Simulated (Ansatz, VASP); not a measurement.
## Two plane-wave programs on Mo

Contents of INCAR:

```
SYSTEM = Mo
  PREC = Accurate
  ENCUT = 520
  EDIFF = 1E-6
  ISMEAR = 1
  SIGMA = 0.1
  LREAL = .False.
  LASPH = .True.
  NELM = 100
  ALGO = Normal
  ISIF = 2
  LWAVE = .False.
  LCHARG = .False.
  GGA = PE
  NBANDS = 13
```

File KPOINTS:

```
regular mesh
0
Gamma
  14 14 14
  0 0 0
```

POSCAR

```
Mo
1.0
   -1.5813793950      1.5813793950      1.5813793950
    1.5813793950     -1.5813793950      1.5813793950
    1.5813793950      1.5813793950     -1.5813793950
Mo
1
Direct
    0.0000000000      0.0000000000      0.0000000000
```

Input for Ansatz:

```yaml
crystal:
  lattice:
    - [-1.581379395, 1.581379395, 1.581379395]
    - [1.581379395, -1.581379395, 1.581379395]
    - [1.581379395, 1.581379395, -1.581379395]
  atoms:
    - { symbol: Mo, position: [0.0, 0.0, 0.0] }
hamiltonian:
  xc: pbe
  pseudopotentials:
    kind: paw
    azcp:
      Mo: "pseudopotentials/Mo.paw.azcp"
basis:
  ecutwfc: 420
  fft_grid_basis: typed
kpoints:
  mp_grid: { grid: [14, 14, 14], shift: [0, 0, 0] }
magnetization:
  spin_polarized: false
scf:
  occupations: { method: methfessel_paxton, width: 0.1 }
  lower_state_search: "off"
output:
  stress: true
```

Alike in both runs: task single point; functional PBE; k mesh 14 × 14 × 14; occupations methfessel-paxton of order 1, width 0.1 eV; no spin polarisation.

|  | VASP | Ansatz |
| --- | --- | --- |
| version | VASP 6.6.1 | Ansatz 0.2.0 |
| potentials or method | VASP PAW PBE potentials, release 64 (Mo_sv), cutoff 520 eV | plane waves (420 eV) with PAW, scalar-relativistic |
| valence electrons in the cell | 14 | 14 |

|  | VASP | Ansatz | Ansatz less VASP |
| --- | --- | --- | --- |
| pressure (GPa) | 0.7 | 0.2 | -0.51 |
